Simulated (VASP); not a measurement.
Input of a VASP 6.6.1 run:

Contents of INCAR:

```
PREC     = Accurate       # precision mode
ENCUT    = 520            # plane-wave cutoff, eV
EDIFF    = 1E-6           # SCF threshold, eV
ISMEAR   = -1             # smearing method
SIGMA    = 0.05           # smearing width, eV
LREAL    = F              # projectors in reciprocal space
LASPH    = T              # aspherical terms in the spheres
NELM     = 150            # most SCF steps
ALGO     = Normal         # electronic algorithm
ISIF     = 2              # what is computed and relaxed
LWAVE    = F              # write WAVECAR
LCHARG   = T              # write CHGCAR
ISPIN    = 2              # spin polarisation
MAGMOM   = 0 0 1 1 0 0 0 0 1 # initial moments
LORBIT   = 11             # projections on sites
LMAXMIX  = 4              # l up to which the mixer works
GGA      = PS             # functional
LELF     = T              # ELF
LVHAR    = T            
NBANDS   = 50             # bands
NELECT   = 71.0
```

The input KPOINTS:

```
Automatic mesh
0
Gamma
  2 2 2
  0.5 0.5 0.5
```

The input POSCAR:

```
Ba2Zr2AsO4
1.0
    8.3619610000      0.0000000000      0.0000000000
    0.0000000000      4.1809800000      0.0000000000
    0.0000000000      0.0000000000      4.1809800000
Ba Zr O As
2 2 4 1
Direct
    0.0019820000      0.0096710000      0.9887130000
    0.4976890000      0.0262130000      0.9992490000
    0.2484070000      0.4976690000      0.4960360000
    0.7377620000      0.5051590000      0.4978430000
    0.7502590000      0.4956240000      0.0082900000
    0.9980910000      0.4948510000      0.4943510000
    0.2463560000      0.0136380000      0.5008230000
    0.7479630000      0.9959800000      0.4990510000
    0.5049570000      0.4789840000      0.5221940000
```

Potentials or basis: VASP PAW PBE potentials, release 64 (Ba_sv, Zr_sv, O, As).

Launch:

```bash
$ cat potpaw_PBE.64/Ba_sv/POTCAR potpaw_PBE.64/Zr_sv/POTCAR potpaw_PBE.64/O/POTCAR potpaw_PBE.64/As/POTCAR > POTCAR
$ mpirun -np 1 vasp_std > vasp.out
```

Q: Estimate the net moment.

A: 0.99 μB per cell.

Q: Predict the site moments.

A: Ba -0.01; Zr -0.05, +0.16; O +0.07, +0.22, +0.06, +0.12; As +0.48 μB.

Q: Predict the largest force.

A: 22.625 eV/Å.

Forces on the atoms (eV/Å):
```
Ba   -1.964  -0.153   0.162
Ba    1.505  -2.222   0.754
Zr  -11.509   1.059  -0.835
Zr   22.586   1.014  -0.853
O    -0.881   0.055  -0.560
O     2.007   0.112   0.219
O     0.225  -0.617  -0.110
O    -0.642   0.372   0.093
As  -11.326   0.379   1.130
```

Caveat: the k points lie up to 0.75 Å⁻¹ apart; the cell carries a net charge on a neutralising background, which shifts energy and pressure; the PAW data sets were made with another functional, which shifts forces and pressure a little.
